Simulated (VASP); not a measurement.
# Si2Mo (R-3m) in VASP: further runs, part 2 of 2

VASP 6.6.1. Earlier steps stand in the parts before.

## Step 4: Relaxation of cell and atoms, PBEsol

This run uses another cell than the first one, of 13.31 Å³/atom, 0.873 times its volume.

INCAR reads:

```
PREC = Accurate ; ENCUT = 600
EDIFF = 1E-6 ; ISMEAR = -1
SIGMA = 0.03 ; LREAL = F
LASPH = T ; NELM = 80
ALGO = Normal ; ISIF = 3
LWAVE = F ; LCHARG = F
GGA = PS ; IBRION = 2
NSW = 100 ; EDIFFG = -0.01
```

KPOINTS reads:

```
Automatic mesh
0
Gamma
  8 8 8
```

POSCAR reads:

```
Si2Mo
1.0
    1.6131671100      0.9313624600      4.4303507000
   -1.6131671100      0.9313624600      4.4303507000
    0.0000000000     -1.8627249300      4.4303507000
Si Mo
2 1
Direct
    0.2618010000      0.2618010000      0.2618010000
    0.7381990000      0.7381990000      0.7381990000
    0.0000000000      0.0000000000      0.0000000000
```

Potentials or basis: VASP PAW PBE potentials, release 64 (Si, Mo_sv).

The run is started by

```
> cat potpaw_PBE.64/Si/POTCAR potpaw_PBE.64/Mo_sv/POTCAR > POTCAR
> mpirun -np 1 vasp_std > vasp.out
```

OUTCAR:

```text
PREC = Accurate
   ENCUT = 600
   EDIFF = 1E-6
   ISMEAR = -1
   LREAL = F
   LASPH = T
   NELM = 80
   ISIF = 3
   GGA = PS
   IBRION = 2
   NSW = 100
   EDIFFG = -0.01

 ion  position               nearest neighbor table
   1  0.262  0.262  0.262-   3 2.09   3 2.09   3 2.09   2 2.66   2 2.66   2 2.66   2 3.14   2 3.14
                             2 3.14
   2  0.738  0.738  0.738-   3 2.09   3 2.09   3 2.09   1 2.66   1 2.66   1 2.66   1 3.14   1 3.14
                             1 3.14
   3  0.000  0.000  0.000-   2 2.09   1 2.09   2 2.09   2 2.09   1 2.09   1 2.09

  LATTYP: Found a trigonal (rhomboedric) cell.
 ALAT       =     4.8060120143
 COS(alpha) =     0.7746700047

  Lattice vectors:

 A1 = (   1.6131671100,   0.9313624600,   4.4303507000)
 A2 = (  -1.6131671100,   0.9313624600,   4.4303507000)
 A3 = (   0.0000000000,  -1.8627249300,   4.4303507000)

Analysis of symmetry for initial positions (statically):
=====================================================================
 Subroutine PRICEL returns:
 Original cell was already a primitive cell.

 Routine SETGRP: Setting up the symmetry group for a
 trigonal (rhombohedral) supercell.

 Subroutine GETGRP returns: Found 12 space group operations
 (whereof 12 operations were pure point group operations)
 out of a pool of 12 trial point group operations.

The static configuration has the point symmetry D_3d.

Analysis of symmetry for dynamics (positions and initial velocities):
=====================================================================
 Subroutine PRICEL returns:
 Original cell was already a primitive cell.

 Routine SETGRP: Setting up the symmetry group for a
 trigonal (rhombohedral) supercell.

 Subroutine GETGRP returns: Found 12 space group operations
 (whereof 12 operations were pure point group operations)
 out of a pool of 12 trial point group operations.

The dynamic configuration has the point symmetry D_3d.

 Subroutine INISYM returns: Found 12 space group operations
 (whereof 12 operations are pure point group operations),
 and found     1 'primitive' translations

----------------------------------------------------------------------------------------

                                     Primitive cell

  volume of cell :      39.9381

  direct lattice vectors                    reciprocal lattice vectors
     1.613167110  0.931362460  4.430350700     0.309949290  0.178949306  0.075238589
    -1.613167110  0.931362460  4.430350700    -0.309949290  0.178949306  0.075238589
     0.000000000 -1.862724930  4.430350700     0.000000000 -0.357898612  0.075238588

  length of vectors
     4.806012014  4.806012014  4.806012015     0.365721563  0.365721563  0.365721563

  position of ions in fractional coordinates (direct lattice)
     0.261801000  0.261801000  0.261801000
     0.738199000  0.738199000  0.738199000
     0.000000000  0.000000000  0.000000000

  ion indices of the primitive-cell ions
   primitive index   ion index
                 1           1
                 2           2
                 3           3

----------------------------------------------------------------------------------------

 KPOINTS: Automatic mesh

Automatic generation of k-mesh.
 Grid dimensions read from file:
 generate k-points for:    8    8    8

 Generating k-lattice:

  Cartesian coordinates                     Fractional coordinates (reciprocal lattice)
     0.038743661  0.022368663  0.009404824     0.125000000 -0.000000000 -0.000000000
    -0.038743661  0.022368663  0.009404824    -0.000000000  0.125000000 -0.000000000
     0.000000000 -0.044737327  0.009404824     0.000000000  0.000000000  0.125000000

  Length of vectors
     0.045715195  0.045715195  0.045715195

  Shift w.r.t. Gamma in fractional coordinates (k-lattice)
     0.000000000  0.000000000  0.000000000

 Subroutine IBZKPT returns following result:
 ===========================================

 Found     65 irreducible k-points:

 Following reciprocal coordinates:
            Coordinates               Weight
  0.000000  0.000000  0.000000      1.000000
  0.125000  0.000000 -0.000000      6.000000
  0.250000  0.000000 -0.000000      6.000000
  0.375000  0.000000  0.000000      6.000000
  0.500000  0.000000 -0.000000      3.000000
  0.125000  0.125000 -0.000000      6.000000
[... 16 lines left out ...]
  0.250000  0.125000  0.125000      6.000000
  0.375000  0.125000  0.125000      6.000000
 [... further k-points ...]
   k-points           NKPTS =     65   k-points in BZ     NKDIM =     65   number of bands    NBANDS=     15
   number of dos      NEDOS =    301   number of ions     NIONS =      3
   total plane-waves  NPLWV =  64000
   dimension x,y,z NGX =    40 NGY =   40 NGZ =   40
   dimension x,y,z NGXF=    80 NGYF=   80 NGZF=   80
   ions per type =               2   1
   NGX,Y,Z   is equivalent  to a cutoff of  13.84, 13.84, 13.84 a.u.
   NGXF,Y,Z  is equivalent  to a cutoff of  27.67, 27.67, 27.67 a.u.
 SYSTEM =  unknown system
   PREC   = accura    normal or accurate (medium, high low for compatibility)
   ISTART =      0    job   : 0-new  1-cont  2-samecut
   ICHARG =      2    charge: 1-file 2-atom 10-const
   ISPIN  =      1    spin polarized calculation?
   LNONCOLLINEAR =      F non collinear calculations
   LSORBIT =      F    spin-orbit coupling
   LASPH  =      T    aspherical Exc in radial PAW
   ENCUT  =  600.0 eV  44.10 Ry    6.64 a.u.   9.60  9.60  9.60*2*pi/ulx,y,z
   NELM   =     80;   NELMIN=  2; NELMDL= -5     # of ELM steps
   EDIFF  = 0.1E-05   stopping-criterion for ELM
   LREAL  =      F    real-space projection
   EDIFFG = -.1E-01   stopping-criterion for IOM
   NSW    =    100    number of steps for IOM
   IBRION =      2    ionic relax: 0-MD 1-quasi-New 2-CG
   NFREE  =      1    steps in history (QN), initial steepest desc. (CG)
   ISIF   =      3    stress and relaxation
   ISYM   =      2    0-nonsym 1-usesym 2-fastsym
   POTIM  = 0.5000    time-step for ionic-motion
   TEBEG  =    0.0;   TEEND  =   0.0 temperature during run
   PSTRESS=    0.0 pullay stress
   NELECT =      22.0000    total number of electrons
   NUPDOWN=      -1.0000    fix difference up-down
   EMIN   =  10.00;   EMAX   =-10.00  energy-range for DOS
   EFERMI =   0.00;   METHOD = LEGACY
   ISMEAR =    -1;   SIGMA  =   0.03  broadening in eV -4-tet -1-fermi 0-gaus
   EFERMI_NEDOS =   21; number of points for ismear=-14 and -15
   IALGO  =     38    algorithm
   IMIX   =      4    mixing-type and parameters
     AMIX     =   0.40;   BMIX     =  1.00
     AMIX_MAG =   1.60;   BMIX_MAG =  1.00
  volume/ion in A,a.u.               =      13.31        89.84
  Fermi-wavevector in a.u.,A,eV,Ry     =   1.342002  2.536017 24.503685  1.800970
  Thomas-Fermi vector in A             =   2.470191
   LORBIT       =      0    0 simple, 1 ext, 2 COOP (PROOUT), +10 PAW based schemes
   GGA     = PS    functional components
   LHFCALC =     F    Hartree Fock is set to
   AEXX    =    0.0000 exact exchange contribution
   IVDW    =     0    specifies the selected vdW correction
   LEPSILON=     F    determine dielectric tensor
   LRPA    =     F    only Hartree local field effects (RPA)
 conjugate gradient relaxation of ions
 non-spin polarized calculation
  energy-cutoff  :      600.00
  volume of cell :       39.94
 maximum number of plane-waves:      1361
 NGX is ok and might be reduce to    40
   NGX = 19   NGY = 19   NGZ = 19

--------------------------------------- Ionic step        1  -------------------------------------------

 number of electron      22.0000000 magnetization

 Free energy of the ion-electron system (eV)
  ---------------------------------------------------
  ext. energy  EPLUGINS =         0.00000000
  ---------------------------------------------------
  free energy    TOTEN  =       -15.86696512 eV

  energy without entropy =      -15.86326631  energy(sigma->0) =      -15.86511571

------------------------ aborting loop because EDIFF is reached ----------------------------------------

  FORCE on cell =-STRESS in cart. coord.  units (eV):
  Direction    XX          YY          ZZ          XY          YZ          ZX
  --------------------------------------------------------------------------------------
  -------------------------------------------------------------------------------------
  Total       28.8923199     28.8923198     17.5395305      0.0000000     -0.0000000      0.0000000
  in kB     1159.0590227   1159.0590180    703.6247384      0.0000000     -0.0000005      0.0000000
  external PRESSURE =    1007.2475930 kB  Pullay stress =       0.0000000 kB
[... 965 lines left out ...]
      4     -26.0111      2.00000
      5      -1.4091      2.00000
      6       1.9381      2.00000
      7       4.1110      2.00000
      8       5.8607      2.00000
      9       6.0952      2.00000
     10       7.5320      2.00000
     11       7.6293      2.00000
     12       8.6051      1.96188
     13      11.0652      0.00000
     14      12.0057      0.00000
     15      12.7170      0.00000

 [... further k-points ...]

[... ionic steps 4 to 14 ...]

--------------------------------------- Ionic step       15  -------------------------------------------

 number of electron      22.0000000 magnetization

------------------------ aborting loop because EDIFF is reached ----------------------------------------
[... 69 lines left out ...]
--------------------------------------- Ionic step       17  -------------------------------------------

 number of electron      22.0000000 magnetization

 Free energy of the ion-electron system (eV)
  ---------------------------------------------------
  ext. energy  EPLUGINS =         0.00000000
  ---------------------------------------------------
  free energy    TOTEN  =       -23.55520238 eV

  energy without entropy =      -23.54967578  energy(sigma->0) =      -23.55243908

 E-fermi :  10.5082     XC(G=0): -11.7479

 val. band max:       10.5077877181   @ k =   0.5000   0.5000   0.2500
 cond. band min:      10.5178514700   @ k =  -0.1250   0.5000   0.1250
 fundamental gap:      0.0100637519
 Fermi energy:        10.5081951032
[... 462 lines left out ...]
  FREE ENERGIE OF THE ION-ELECTRON SYSTEM (eV)
  ---------------------------------------------------
  free  energy   TOTEN  =       -23.5552023830 eV

  energy  without entropy=      -23.5496757819  energy(sigma->0) =      -23.55243908

 reached required accuracy - stopping structural energy minimisation
```

OSZICAR:

```text
N       E                     dE             d eps       ncg     rms          rms(c)
DAV:   1     0.158801303510E+03    0.15880E+03   -0.12790E+04  1950   0.156E+03
DAV:   2    -0.136914157276E+02   -0.17249E+03   -0.16991E+03  2440   0.374E+02
DAV:   3    -0.170425653272E+02   -0.33511E+01   -0.32998E+01  2433   0.500E+01
DAV:   4    -0.170654645418E+02   -0.22899E-01   -0.22779E-01  2300   0.448E+00
[... 168 lines left out ...]
DAV:   1    -0.235559611548E+02   -0.87910E-03   -0.27299E-02  2104   0.158E+00    0.211E-01
DAV:   2    -0.235553214145E+02    0.63974E-03   -0.27371E-03  2314   0.418E-01    0.653E-02
DAV:   3    -0.235552200571E+02    0.10136E-03   -0.34863E-04  2400   0.122E-01    0.268E-02
DAV:   4    -0.235552033084E+02    0.16749E-04   -0.73936E-05  2356   0.688E-02    0.160E-02
DAV:   5    -0.235552023830E+02    0.92540E-06   -0.24990E-06  2124   0.119E-02
  17 F= -.23555202E+02 E0= -.23552439E+02  d E =-.234309E-03
```

Wall time 30 min (1 thread of AMD EPYC 7R43 (Zen 3), shared host); peak memory 0.23 GiB.

What came out:

- Free energy: -23.5552 eV
- Relaxed volume: 15.27 Å³/atom
- Relaxed cell: a = 4.596 Å, b = 4.596 Å, c = 4.596 Å, α = 46.00°, β = 46.00°, γ = 46.00°
- Space group after relaxing (to 0.05 Å): R-3m (No. 166)
- Energy gained by relaxing: 2562.7 meV/atom
- Ionic steps: 17
- Pressure after relaxing: 0.0 GPa
- Largest force after relaxing: 0.006 eV/Å
- Band gap on the k mesh: zero (band 11 reaches 10.87 eV, above the bottom of band 12 at 9.86 eV)

Forces on the atoms (eV/Å):
```
Si   0.000  0.000  0.006
Si   0.000  0.000 -0.006
Mo   0.000  0.000  0.000
```

Step by step:
```csv
step,energy change (eV),largest force (eV/Å),pressure (GPa),volume (Å³)
1,0.0000,10.7845,100.72,39.94
2,1.6807,0.4254,-19.33,109.83
3,-5.5830,0.7293,-16.93,60.57
4,-5.8091,1.3161,-11.74,57.41
5,-5.8746,2.0306,-4.84,54.39
6,-5.8763,1.9460,-5.70,54.71
7,-6.4105,2.2848,-4.80,51.28
8,-7.3925,1.0233,20.50,41.69
9,-7.3947,1.8243,10.43,43.72
10,-7.4228,1.4512,15.29,42.64
11,-7.5910,0.3301,11.76,43.22
12,-7.6079,0.2499,10.73,43.51
13,-7.6820,0.0298,2.87,45.12
14,-7.6880,0.0425,-0.01,45.81
15,-7.6880,0.0376,0.18,45.76
16,-7.6881,0.0258,0.13,45.78
17,-7.6882,0.0063,0.01,45.82
```

Final structure:
```
CELL_PARAMETERS angstrom
1.79579 1.03680 4.10202
-1.79579 1.03680 4.10202
0.00000 -2.07360 4.10202
ATOMIC_POSITIONS crystal
Si 0.21539 0.21539 0.21539
Si 0.78461 0.78461 0.78461
Mo 0.00000 0.00000 0.00000
```

Levels at points of the mesh, in eV from the Fermi level:
| k point | band 9 | band 10 | band 11 | band 12 | band 13 | band 14 |
| --- | --- | --- | --- | --- | --- | --- |
| (0.00, 0.00, 0.00) | -3.83 | -1.35 | -1.35 | 2.71 | 3.00 | 3.00 |
| (0.50, 0.00, 0.00) | -3.54 | -2.91 | 0.36 | 0.64 | 0.95 | 2.63 |
| (0.50, 0.50, 0.00) | -3.03 | -2.72 | -2.07 | 0.46 | 1.15 | 2.76 |
| (0.50, 0.50, 0.50) | -2.74 | -1.25 | -1.25 | -0.64 | -0.64 | 2.20 |

Caveat: the PAW data sets were made with another functional, which shifts forces and pressure a little.

## Step 5: Summary

```csv
task,level,cell,cutoff (eV),gap on the mesh (eV),pressure (GPa),largest force (eV/Å)
single point,PBEsol,"a = 4.593 Å, angles 46.0°, 3 atoms",520,none,0.3,-
single point,r2SCAN+rVV10,"a = 4.610 Å, angles 45.9°, 3 atoms",520,none,0.3,0.02
relaxation of cell and atoms,PBEsol,"relaxed from a = 4.806 Å, angles 39.2°, 3 atoms",600,none,0.0,0.01
```

Alike in all rows: potentials or basis VASP PAW PBE potentials, release 64 (Si, Mo_sv); no spin polarisation; k mesh 8 × 8 × 8; smearing fermi-dirac 0.03 eV.

Caveats: the PAW data sets were made with another functional, which shifts forces and pressure a little.

Total energies depend on the potentials used, so only differences within one code and one set of settings carry meaning.
